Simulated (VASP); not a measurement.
# Al2Au in VASP: single point with PBE

Aim: the single point of Al2Au with PBE.

All numbers are computed with VASP 6.6.1; they aren't measurements. Logs are shortened: lines on timing, memory, paths and dates and some standing lists are left out, and cuts for length are marked.

**1. The cell of the first run**

The cell holds an amorphous packing of atoms, 6 atoms: a = 4.357 Å, b = 5.509 Å, c = 5.181 Å, α = 80.75°, β = 107.21°, γ = 85.70°.

**2. Single point, PBE**

INCAR

```
SYSTEM = Al2Au
PREC = Accurate ; ENCUT = 520
EDIFF = 1E-6 ; ISMEAR = -1
SIGMA = 0.1 ; LREAL = .FALSE.
LASPH = .TRUE. ; NELM = 80
ALGO = Normal ; ISIF = 2
LWAVE = .FALSE. ; LCHARG = .TRUE.
GGA = PE ; LELF = .TRUE.
LVHAR = .TRUE. ; NBANDS = 26
```

KPOINTS

```
Automatic mesh
0
Gamma
  4 4 4
  0 0.5 0.5
```

POSCAR

```
Al2Au
1.0
    4.2826070000      0.1108230000     -0.7937550000
    0.3520110000      5.4829440000      0.3977330000
   -0.6243510000      0.5053130000      5.1180830000
Au Al
2 4
Direct
    0.7603250000      0.0505650000      0.4597270000
    0.7960110000      0.8987340000      0.9922730000
    0.2910190000      0.2640220000      0.7219840000
    0.3298080000      0.7443060000      0.5830370000
    0.7601360000      0.5422990000      0.3945390000
    0.8541370000      0.4145240000      0.9422580000
```

Potentials or basis: VASP PAW PBE potentials, release 64 (Au, Al).

Command:

```console
$ cat potpaw_PBE.64/Au/POTCAR potpaw_PBE.64/Al/POTCAR > POTCAR
$ mpirun -np 1 vasp_std > vasp.out
```

OUTCAR:

```text
SYSTEM = Al2Au
   PREC = Accurate
   ENCUT = 520
   EDIFF = 1E-6
   ISMEAR = -1
   LREAL = .FALSE.
   LASPH = .TRUE.
   NELM = 80
   ISIF = 2
   GGA = PE

 ion  position               nearest neighbor table
   1  0.760  0.051  0.460-   5 2.68   2 2.71   2 2.73   4 2.74   4 2.76   3 2.76   5 2.87   3 3.03
                             6 3.23   6 3.40
   2  0.796  0.899  0.992-   5 2.67   1 2.71   6 2.72   1 2.73   3 2.73   4 2.76   6 2.85   4 3.19

   3  0.291  0.264  0.722-   5 2.62   6 2.64   6 2.64   4 2.66   2 2.73   1 2.76   1 3.03   4 3.07
                             5 3.33
   4  0.330  0.744  0.583-   5 2.61   3 2.66   1 2.74   1 2.76   2 2.76   5 2.77   6 2.79   3 3.07
                             2 3.19
   5  0.760  0.542  0.395-   4 2.61   3 2.62   2 2.67   1 2.68   6 2.68   6 2.71   4 2.77   1 2.87
                             3 3.33
   6  0.854  0.415  0.942-   3 2.64   3 2.64   5 2.68   5 2.71   2 2.72   4 2.79   2 2.85   1 3.23
                             1 3.40

  LATTYP: Found a triclinic cell.
 ALAT       =     5.5086094607
 B/A-ratio  =     1.2275903153
 C/A-ratio  =     1.6633358051
 COS(alpha) =     0.0015319051
 COS(beta)  =     0.5459845490
 COS(gamma) =     0.7662976436

  Lattice vectors:

 A1 = (  -0.3520110000,  -5.4829440000,  -0.3977330000)
 A2 = (   3.9305960000,  -5.3721210000,  -1.1914880000)
 A3 = (  -5.2589690000,  -5.0884540000,   5.5141050000)

Analysis of symmetry for initial positions (statically):
=====================================================================
 Subroutine PRICEL returns:
 Original cell was already a primitive cell.

 Routine SETGRP: Setting up the symmetry group for a
 triclinic supercell.

 Subroutine GETGRP returns: Found  1 space group operations
 (whereof  1 operations were pure point group operations)
 out of a pool of  2 trial point group operations.

The static configuration has the point symmetry C_1 .

Analysis of symmetry for dynamics (positions and initial velocities):
=====================================================================
 Subroutine PRICEL returns:
 Original cell was already a primitive cell.

 Routine SETGRP: Setting up the symmetry group for a
 triclinic supercell.

 Subroutine GETGRP returns: Found  1 space group operations
 (whereof  1 operations were pure point group operations)
 out of a pool of  2 trial point group operations.

The dynamic configuration has the point symmetry C_1 .

 Subroutine INISYM returns: Found  1 space group operations
 (whereof  1 operations are pure point group operations),
 and found     1 'primitive' translations

----------------------------------------------------------------------------------------

                                     Primitive cell

  volume of cell :     116.2329

  direct lattice vectors                    reciprocal lattice vectors
     4.282607000  0.110823000 -0.793755000     0.239701392 -0.017636546  0.030982260
     0.352011000  5.482944000  0.397733000    -0.008330655  0.184312361 -0.019213578
    -0.624351000  0.505313000  5.118083000     0.037822277 -0.017058380  0.201683755

  length of vectors
     4.356954378  5.508609461  5.180726686     0.242337998  0.185498269  0.205907382

  position of ions in fractional coordinates (direct lattice)
     0.760325000  0.050565000  0.459727000
     0.796011000  0.898734000  0.992273000
     0.291019000  0.264022000  0.721984000
     0.329808000  0.744306000  0.583037000
     0.760136000  0.542299000  0.394539000
     0.854137000  0.414524000  0.942258000

  ion indices of the primitive-cell ions
   primitive index   ion index
                 1           1
                 2           2
                 3           3
                 4           4
                 5           5
                 6           6

----------------------------------------------------------------------------------------

 KPOINTS: Automatic mesh

Automatic generation of k-mesh.
 Grid dimensions read from file:
 generate k-points for:    4    4    4

 Generating k-lattice:

  Cartesian coordinates                     Fractional coordinates (reciprocal lattice)
     0.059925348 -0.004409136  0.007745565     0.250000000  0.000000000  0.000000000
    -0.002082664  0.046078090 -0.004803394     0.000000000  0.250000000  0.000000000
     0.009455569 -0.004264595  0.050420939     0.000000000  0.000000000  0.250000000

  Length of vectors
     0.060584500  0.046374567  0.051476846

  Shift w.r.t. Gamma in fractional coordinates (k-lattice)
     0.000000000  0.500000000  0.500000000

 Subroutine IBZKPT returns following result:
 ===========================================

 Found     32 irreducible k-points:

 Following reciprocal coordinates:
            Coordinates               Weight
  0.000000  0.125000  0.125000      2.000000
  0.250000  0.125000  0.125000      2.000000
  0.500000  0.125000  0.125000      2.000000
 -0.250000  0.125000  0.125000      2.000000
 -0.000000  0.375000  0.125000      2.000000
  0.250000  0.375000  0.125000      2.000000
[... 16 lines left out ...]
  0.500000  0.375000  0.375000      2.000000
 -0.250000  0.375000  0.375000      2.000000
 [... further k-points ...]
   k-points           NKPTS =     32   k-points in BZ     NKDIM =     32   number of bands    NBANDS=     26
   number of dos      NEDOS =    301   number of ions     NIONS =      6
   total plane-waves  NPLWV =  53760
   dimension x,y,z NGX =    32 NGY =   42 NGZ =   40
   dimension x,y,z NGXF=    64 NGYF=   84 NGZF=   80
   ions per type =               2   4
   NGX,Y,Z   is equivalent  to a cutoff of  12.21, 12.68, 12.84 a.u.
   NGXF,Y,Z  is equivalent  to a cutoff of  24.42, 25.35, 25.67 a.u.
 SYSTEM =  Al2Au
   PREC   = accura    normal or accurate (medium, high low for compatibility)
   ISTART =      0    job   : 0-new  1-cont  2-samecut
   ICHARG =      2    charge: 1-file 2-atom 10-const
   ISPIN  =      1    spin polarized calculation?
   LNONCOLLINEAR =      F non collinear calculations
   LSORBIT =      F    spin-orbit coupling
   LASPH  =      T    aspherical Exc in radial PAW
   ENCUT  =  520.0 eV  38.22 Ry    6.18 a.u.   8.10 10.24  9.63*2*pi/ulx,y,z
   NELM   =     80;   NELMIN=  2; NELMDL= -5     # of ELM steps
   EDIFF  = 0.1E-05   stopping-criterion for ELM
   LREAL  =      F    real-space projection
   EDIFFG = 0.1E-04   stopping-criterion for IOM
   NSW    =      0    number of steps for IOM
   IBRION =     -1    ionic relax: 0-MD 1-quasi-New 2-CG
   NFREE  =      0    steps in history (QN), initial steepest desc. (CG)
   ISIF   =      2    stress and relaxation
   ISYM   =      2    0-nonsym 1-usesym 2-fastsym
   POTIM  = 0.5000    time-step for ionic-motion
   TEBEG  =    0.0;   TEEND  =   0.0 temperature during run
   PSTRESS=    0.0 pullay stress
   NELECT =      34.0000    total number of electrons
   NUPDOWN=      -1.0000    fix difference up-down
   EMIN   =  10.00;   EMAX   =-10.00  energy-range for DOS
   EFERMI =   0.00;   METHOD = LEGACY
   ISMEAR =    -1;   SIGMA  =   0.10  broadening in eV -4-tet -1-fermi 0-gaus
   EFERMI_NEDOS =   21; number of points for ismear=-14 and -15
   IALGO  =     38    algorithm
   IMIX   =      4    mixing-type and parameters
     AMIX     =   0.40;   BMIX     =  1.00
     AMIX_MAG =   1.60;   BMIX_MAG =  1.00
  volume/ion in A,a.u.               =      19.37       130.73
  Fermi-wavevector in a.u.,A,eV,Ry     =   1.086738  2.053637 16.068470  1.180999
  Thomas-Fermi vector in A             =   2.222881
   LORBIT       =      0    0 simple, 1 ext, 2 COOP (PROOUT), +10 PAW based schemes
   GGA     = PE    functional components
   LHFCALC =     F    Hartree Fock is set to
   AEXX    =    0.0000 exact exchange contribution
   IVDW    =     0    specifies the selected vdW correction
   LEPSILON=     F    determine dielectric tensor
   LRPA    =     F    only Hartree local field effects (RPA)
 non-spin polarized calculation
  energy-cutoff  :      520.00
  volume of cell :      116.23
 maximum number of plane-waves:      3148
   NGX = 17   NGY = 21   NGZ = 19

 number of electron      34.0000001 magnetization

 Free energy of the ion-electron system (eV)
  ---------------------------------------------------
  ext. energy  EPLUGINS =         0.00000000
  ---------------------------------------------------
  free energy    TOTEN  =       -21.37594834 eV

  energy without entropy =      -21.30739036  energy(sigma->0) =      -21.34166935

 E-fermi :   6.8016     XC(G=0): -10.2368

 val. band max:        6.7856434459   @ k =   0.0000   0.1250   0.1250
 cond. band min:       6.8075804908   @ k =  -0.0000   0.3750   0.1250
 fundamental gap:      0.0219370449
 Fermi energy:         6.8016267405

 k-point     1 :       0.0000    0.1250    0.1250
  band No.  band energies     occupation
      1      -3.1645      2.00000
      2       0.1431      2.00000
      3       0.5088      2.00000
      4       0.8449      2.00000
      5       1.1667      2.00000
      6       1.3642      2.00000
[... 18 lines left out ...]
     25      12.2431      0.00000
     26      12.4671      0.00000

 k-point     2 :       0.2500    0.1250    0.1250
  band No.  band energies     occupation
      1      -2.6121      2.00000
      2       0.1470      2.00000
      3       0.5007      2.00000
      4       0.7361      2.00000
      5       1.0604      2.00000
      6       1.2670      2.00000
[... 18 lines left out ...]
     25      12.1993      0.00000
     26      12.8845      0.00000

 k-point     3 :       0.5000    0.1250    0.1250
  band No.  band energies     occupation
      1      -1.7920      2.00000
      2      -0.5532      2.00000
      3       0.3117      2.00000
      4       0.8540      2.00000
      5       1.0251      2.00000
      6       1.3792      2.00000
[... 572 lines left out ...]
 k-point    23 :       0.5000    0.3750    0.3750
  band No.  band energies     occupation
      1      -0.8641      2.00000
      2      -0.3818      2.00000
      3       0.0830      2.00000
      4       0.6334      2.00000
      5       0.7481      2.00000
      6       1.3453      2.00000
[... 18 lines left out ...]
     25      13.2467      0.00000
     26      14.0318      0.00000

 k-point    24 :      -0.2500    0.3750    0.3750
  band No.  band energies     occupation
      1      -1.8375      2.00000
      2      -0.4422      2.00000
      3       0.3466      2.00000
      4       0.8614      2.00000
      5       1.0772      2.00000
      6       1.2612      2.00000
[... 18 lines left out ...]
     25      12.9325      0.00000
     26      13.2003      0.00000

 [... further k-points ...]

------------------------ aborting loop because EDIFF is reached ----------------------------------------

  FORCE on cell =-STRESS in cart. coord.  units (eV):
  Direction    XX          YY          ZZ          XY          YZ          ZX
  --------------------------------------------------------------------------------------
  -------------------------------------------------------------------------------------
  Total        1.3163068     -3.7558330      4.0786929     -0.3661691      1.6622780     -1.2979251
  in kB       18.1442376    -51.7711558     56.2215220     -5.0473482     22.9131737    -17.8908595
  external PRESSURE =       7.5315346 kB  Pullay stress =       0.0000000 kB

 VOLUME and BASIS-vectors are now :
 -----------------------------------------------------------------------------
  energy-cutoff  :      520.00
  volume of cell :      116.23
      direct lattice vectors                 reciprocal lattice vectors
     4.282607000  0.110823000 -0.793755000     0.239701392 -0.017636546  0.030982260
     0.352011000  5.482944000  0.397733000    -0.008330655  0.184312361 -0.019213578
    -0.624351000  0.505313000  5.118083000     0.037822277 -0.017058380  0.201683755

 POSITION                                       TOTAL-FORCE (eV/Angst)
 -----------------------------------------------------------------------------------
      2.98694      0.59381      1.76952         0.271515      0.317654     -0.288282
      3.10584      5.51733      4.80415        -0.278398     -0.376678      0.218182
      0.88849      1.84470      3.56919         0.095574     -0.811404     -0.086338
      1.31042      4.41215      3.01828        -0.157209      0.608195      0.061077
      3.19993      3.25700      1.63161        -0.263715      0.342974     -0.440183
      3.21555      2.84361      4.30945         0.332233     -0.080740      0.535545
 -----------------------------------------------------------------------------------
    total drift:                               -0.000312      0.000263     -0.000183

  FREE ENERGIE OF THE ION-ELECTRON SYSTEM (eV)
  ---------------------------------------------------
  free  energy   TOTEN  =       -21.3759483368 eV

  energy  without entropy=      -21.3073903599  energy(sigma->0) =      -21.34166935
```

Wall time 32 s (1 thread of Intel Xeon 6975P-C (Granite Rapids), shared host); peak memory 0.26 GiB.

Results:

| Item | Value |
| --- | --- |
| Free energy | -21.3759 eV |
| Pressure | 0.8 GPa |
| Largest force | 0.822 eV/Å |
| Band gap on the k mesh | zero (band 17 reaches 7.63 eV, above the bottom of band 18 at 6.46 eV) |

Forces in eV/Å, atoms in the order of the input:
```
Au   0.272  0.318 -0.288
Au  -0.278 -0.377  0.218
Al   0.096 -0.811 -0.086
Al  -0.157  0.608  0.061
Al  -0.264  0.343 -0.440
Al   0.332 -0.081  0.536
```

Caveat: the k points lie up to 0.38 Å⁻¹ apart; spin-orbit coupling is left out, which moves the levels of the heavy elements.
